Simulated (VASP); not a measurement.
# PbS (Fm-3m) in VASP: single point with LDA

Aim: the single point of PbS with LDA.

Program: VASP 6.6.1. These are calculated values, not measurements. Logs are shortened: lines on timing, memory, paths and dates and some standing lists are left out, and cuts for length are marked.

### 1 The cell of the first run

The structure is cubic, space group Fm-3m (No. 225). The conventional cell has a = 5.930 Å, b = 5.930 Å, c = 5.930 Å, α = 90.00°, β = 90.00°, γ = 90.00°. Within 3.9 Å of Pb (site symmetry m-3m) lie 6 S at 2.96 Å. Within 3.9 Å of S (site symmetry m-3m) lie 6 Pb at 2.96 Å.

### 2 Single point, LDA

The input, INCAR:

```
PREC = Accurate
ENCUT = 520
EDIFF = 1E-6
ISMEAR = 0
SIGMA = 0.03
LREAL = False
LASPH = True
NELM = 60
ALGO = Normal
ISIF = 2
LWAVE = False
LCHARG = False
NBANDS = 17
```

The input, KPOINTS:

```
regular mesh
0
Gamma
  10 10 10
```

The input, POSCAR:

```
PbS
1.0
    0.0000000000      2.9650000000      2.9650000000
    2.9650000000      0.0000000000      2.9650000000
    2.9650000000      2.9650000000      0.0000000000
Pb S
1 1
Direct
    0.0000000000      0.0000000000      0.0000000000
    0.5000000000      0.5000000000      0.5000000000
```

Potentials or basis: VASP PAW LDA potentials, release 64 (Pb_d, S).

The run is started by

```bash
$ cat potpaw_LDA.64/Pb_d/POTCAR potpaw_LDA.64/S/POTCAR > POTCAR
$ mpirun -np 1 vasp_std > vasp.out
```

OUTCAR:

```text
PREC = Accurate
   ENCUT = 520
   EDIFF = 1E-6
   ISMEAR = 0
   LREAL = False
   LASPH = True
   NELM = 60
   ISIF = 2

 ion  position               nearest neighbor table
   1  0.000  0.000  0.000-   2 2.96   2 2.96   2 2.96   2 2.96   2 2.96   2 2.96
   2  0.500  0.500  0.500-   1 2.96   1 2.96   1 2.96   1 2.96   1 2.96   1 2.96

  LATTYP: Found a face centered cubic cell.
 ALAT       =     5.9300000000

  Lattice vectors:

 A1 = (   0.0000000000,   2.9650000000,   2.9650000000)
 A2 = (   2.9650000000,   0.0000000000,   2.9650000000)
 A3 = (   2.9650000000,   2.9650000000,   0.0000000000)

Analysis of symmetry for initial positions (statically):
=====================================================================
 Subroutine PRICEL returns:
 Original cell was already a primitive cell.

 Routine SETGRP: Setting up the symmetry group for a
 face centered cubic supercell.

 Subroutine GETGRP returns: Found 48 space group operations
 (whereof 48 operations were pure point group operations)
 out of a pool of 48 trial point group operations.

The static configuration has the point symmetry O_h .

Analysis of symmetry for dynamics (positions and initial velocities):
=====================================================================
 Subroutine PRICEL returns:
 Original cell was already a primitive cell.

 Routine SETGRP: Setting up the symmetry group for a
 face centered cubic supercell.

 Subroutine GETGRP returns: Found 48 space group operations
 (whereof 48 operations were pure point group operations)
 out of a pool of 48 trial point group operations.

The dynamic configuration has the point symmetry O_h .

 Subroutine INISYM returns: Found 48 space group operations
 (whereof 48 operations are pure point group operations),
 and found     1 'primitive' translations

----------------------------------------------------------------------------------------

                                     Primitive cell

  volume of cell :      52.1320

  direct lattice vectors                    reciprocal lattice vectors
     0.000000000  2.965000000  2.965000000    -0.168634064  0.168634064  0.168634064
     2.965000000  0.000000000  2.965000000     0.168634064 -0.168634064  0.168634064
     2.965000000  2.965000000  0.000000000     0.168634064  0.168634064 -0.168634064

  length of vectors
     4.193143212  4.193143212  4.193143212     0.292082767  0.292082767  0.292082767

  position of ions in fractional coordinates (direct lattice)
     0.000000000  0.000000000  0.000000000
     0.500000000  0.500000000  0.500000000

  ion indices of the primitive-cell ions
   primitive index   ion index
                 1           1
                 2           2

----------------------------------------------------------------------------------------

 KPOINTS: regular mesh

Automatic generation of k-mesh.
 Grid dimensions read from file:
 generate k-points for:   10   10   10

 Generating k-lattice:

  Cartesian coordinates                     Fractional coordinates (reciprocal lattice)
    -0.016863406  0.016863406  0.016863406     0.100000000  0.000000000  0.000000000
     0.016863406 -0.016863406  0.016863406     0.000000000  0.100000000  0.000000000
     0.016863406  0.016863406 -0.016863406     0.000000000  0.000000000  0.100000000

  Length of vectors
     0.029208277  0.029208277  0.029208277

  Shift w.r.t. Gamma in fractional coordinates (k-lattice)
     0.000000000  0.000000000  0.000000000

 Subroutine IBZKPT returns following result:
 ===========================================

 Found     47 irreducible k-points:

 Following reciprocal coordinates:
            Coordinates               Weight
  0.000000  0.000000  0.000000      1.000000
  0.100000  0.000000  0.000000      8.000000
  0.200000  0.000000  0.000000      8.000000
  0.300000  0.000000  0.000000      8.000000
  0.400000  0.000000  0.000000      8.000000
  0.500000  0.000000  0.000000      4.000000
[... 16 lines left out ...]
  0.300000  0.300000  0.000000      6.000000
  0.400000  0.300000  0.000000     24.000000
 [... further k-points ...]
   k-points           NKPTS =     47   k-points in BZ     NKDIM =     47   number of bands    NBANDS=     17
   number of dos      NEDOS =    301   number of ions     NIONS =      2
   total plane-waves  NPLWV =  32768
   dimension x,y,z NGX =    32 NGY =   32 NGZ =   32
   dimension x,y,z NGXF=    64 NGYF=   64 NGZF=   64
   ions per type =               1   1
   NGX,Y,Z   is equivalent  to a cutoff of  12.69, 12.69, 12.69 a.u.
   NGXF,Y,Z  is equivalent  to a cutoff of  25.37, 25.37, 25.37 a.u.
 SYSTEM =  unknown system
   PREC   = accura    normal or accurate (medium, high low for compatibility)
   ISTART =      0    job   : 0-new  1-cont  2-samecut
   ICHARG =      2    charge: 1-file 2-atom 10-const
   ISPIN  =      1    spin polarized calculation?
   LNONCOLLINEAR =      F non collinear calculations
   LSORBIT =      F    spin-orbit coupling
   LASPH  =      T    aspherical Exc in radial PAW
   ENCUT  =  520.0 eV  38.22 Ry    6.18 a.u.   7.80  7.80  7.80*2*pi/ulx,y,z
   NELM   =     60;   NELMIN=  2; NELMDL= -5     # of ELM steps
   EDIFF  = 0.1E-05   stopping-criterion for ELM
   LREAL  =      F    real-space projection
   EDIFFG = 0.1E-04   stopping-criterion for IOM
   NSW    =      0    number of steps for IOM
   IBRION =     -1    ionic relax: 0-MD 1-quasi-New 2-CG
   NFREE  =      0    steps in history (QN), initial steepest desc. (CG)
   ISIF   =      2    stress and relaxation
   ISYM   =      2    0-nonsym 1-usesym 2-fastsym
   POTIM  = 0.5000    time-step for ionic-motion
   TEBEG  =    0.0;   TEEND  =   0.0 temperature during run
   PSTRESS=    0.0 pullay stress
   NELECT =      20.0000    total number of electrons
   NUPDOWN=      -1.0000    fix difference up-down
   EMIN   =  10.00;   EMAX   =-10.00  energy-range for DOS
   EFERMI =   0.00;   METHOD = LEGACY
   ISMEAR =     0;   SIGMA  =   0.03  broadening in eV -4-tet -1-fermi 0-gaus
   EFERMI_NEDOS =   21; number of points for ismear=-14 and -15
   IALGO  =     38    algorithm
   IMIX   =      4    mixing-type and parameters
     AMIX     =   0.40;   BMIX     =  1.00
     AMIX_MAG =   1.60;   BMIX_MAG =  1.00
  volume/ion in A,a.u.               =      26.07       175.90
  Fermi-wavevector in a.u.,A,eV,Ry     =   1.189552  2.247928 19.252709  1.415034
  Thomas-Fermi vector in A             =   2.325657
   LORBIT       =      0    0 simple, 1 ext, 2 COOP (PROOUT), +10 PAW based schemes
   GGA     = CA    functional components
   LHFCALC =     F    Hartree Fock is set to
   AEXX    =    0.0000 exact exchange contribution
   IVDW    =     0    specifies the selected vdW correction
   LEPSILON=     F    determine dielectric tensor
   LRPA    =     F    only Hartree local field effects (RPA)
 non-spin polarized calculation
 Gauss-broadening in eV      SIGMA  =   0.03
  energy-cutoff  :      520.00
  volume of cell :       52.13
 maximum number of plane-waves:      1422
   NGX = 15   NGY = 15   NGZ = 15

 number of electron      19.9999998 magnetization

 Free energy of the ion-electron system (eV)
  ---------------------------------------------------
  ext. energy  EPLUGINS =         0.00000000
  ---------------------------------------------------
  free energy    TOTEN  =        -9.98209879 eV

  energy without entropy =       -9.98209879  energy(sigma->0) =       -9.98209879

 E-fermi :   5.7108     XC(G=0): -10.0323

 val. band max:        5.6092290113   @ k =   0.5000   0.0000   0.0000
 cond. band min:       5.8123572700   @ k =   0.5000   0.0000   0.0000
 fundamental gap:      0.2031282587
 Fermi energy:         5.7107890107

 k-point     1 :       0.0000    0.0000    0.0000
  band No.  band energies     occupation
      1     -11.1706      2.00000
      2     -11.1706      2.00000
      3     -11.1706      2.00000
      4     -11.1615      2.00000
      5     -11.1615      2.00000
      6      -7.9705      2.00000
[... 9 lines left out ...]
     16      12.2489      0.00000
     17      14.0390      0.00000

 k-point     2 :       0.1000    0.0000    0.0000
  band No.  band energies     occupation
      1     -11.1701      2.00000
      2     -11.1689      2.00000
      3     -11.1689      2.00000
      4     -11.1617      2.00000
      5     -11.1617      2.00000
      6      -7.8827      2.00000
[... 9 lines left out ...]
     16      12.5013      0.00000
     17      14.9126      0.00000

 k-point     3 :       0.2000    0.0000    0.0000
  band No.  band energies     occupation
      1     -11.1745      2.00000
      2     -11.1745      2.00000
      3     -11.1691      2.00000
      4     -11.1521      2.00000
      5     -11.1521      2.00000
      6      -7.6301      2.00000
[... 9 lines left out ...]
     16      13.0821      0.00000
     17      16.5105      0.00000

 k-point     4 :       0.3000    0.0000    0.0000
  band No.  band energies     occupation
      1     -11.1837      2.00000
      2     -11.1837      2.00000
      3     -11.1682      2.00000
      4     -11.1379      2.00000
      5     -11.1379      2.00000
      6      -7.2546      2.00000
[... 9 lines left out ...]
     16      13.9366      0.00000
     17      17.8127      0.00000
[... 343 lines left out ...]
      1     -11.1909      2.00000
      2     -11.1794      2.00000
      3     -11.1640      2.00000
      4     -11.1473      2.00000
      5     -11.1365      2.00000
      6      -7.1187      2.00000
[... 9 lines left out ...]
     16      15.3930      0.00000
     17      15.8361      0.00000

 k-point    23 :       0.3000    0.3000    0.0000
  band No.  band energies     occupation
      1     -11.2474      2.00000
      2     -11.1880      2.00000
      3     -11.1440      2.00000
      4     -11.1300      2.00000
      5     -11.1300      2.00000
      6      -6.9851      2.00000
[... 9 lines left out ...]
     16      16.1045      0.00000
     17      16.4299      0.00000

 k-point    24 :       0.4000    0.3000    0.0000
  band No.  band energies     occupation
      1     -11.2681      2.00000
      2     -11.1880      2.00000
      3     -11.1460      2.00000
      4     -11.1234      2.00000
      5     -11.1193      2.00000
      6      -6.6816      2.00000
[... 9 lines left out ...]
     16      16.5504      0.00000
     17      17.2116      0.00000

 [... further k-points ...]

------------------------ aborting loop because EDIFF is reached ----------------------------------------

  FORCE on cell =-STRESS in cart. coord.  units (eV):
  Direction    XX          YY          ZZ          XY          YZ          ZX
  --------------------------------------------------------------------------------------
  -------------------------------------------------------------------------------------
  Total       -0.8126039     -0.8126039     -0.8126039      0.0000000      0.0000000     -0.0000000
  in kB      -24.9738452    -24.9738452    -24.9738452      0.0000000      0.0000000     -0.0000000
  external PRESSURE =     -24.9738452 kB  Pullay stress =       0.0000000 kB

 VOLUME and BASIS-vectors are now :
 -----------------------------------------------------------------------------
  energy-cutoff  :      520.00
  volume of cell :       52.13
      direct lattice vectors                 reciprocal lattice vectors
     0.000000000  2.965000000  2.965000000    -0.168634064  0.168634064  0.168634064
     2.965000000  0.000000000  2.965000000     0.168634064 -0.168634064  0.168634064
     2.965000000  2.965000000  0.000000000     0.168634064  0.168634064 -0.168634064

 POSITION                                       TOTAL-FORCE (eV/Angst)
 -----------------------------------------------------------------------------------
      0.00000      0.00000      0.00000         0.000000     -0.000000     -0.000000
      2.96500      2.96500      2.96500        -0.000000      0.000000      0.000000
 -----------------------------------------------------------------------------------
    total drift:                                0.000000     -0.000000     -0.000000

  FREE ENERGIE OF THE ION-ELECTRON SYSTEM (eV)
  ---------------------------------------------------
  free  energy   TOTEN  =        -9.9820987899 eV

  energy  without entropy=       -9.9820987885  energy(sigma->0) =       -9.98209879
```

Run time: 24 s. Hardware: 1 thread of Intel Xeon Platinum 8375C at 2.90GHz (Ice Lake), shared host; peak memory 0.18 GiB.

Results:

```
Free energy            : -9.9821 eV
Pressure               : -2.5 GPa
Band gap on the k mesh : 0.20 eV, direct
```

Caveat: spin-orbit coupling is left out, which moves the levels of the heavy elements. A k mesh can miss the band edges.
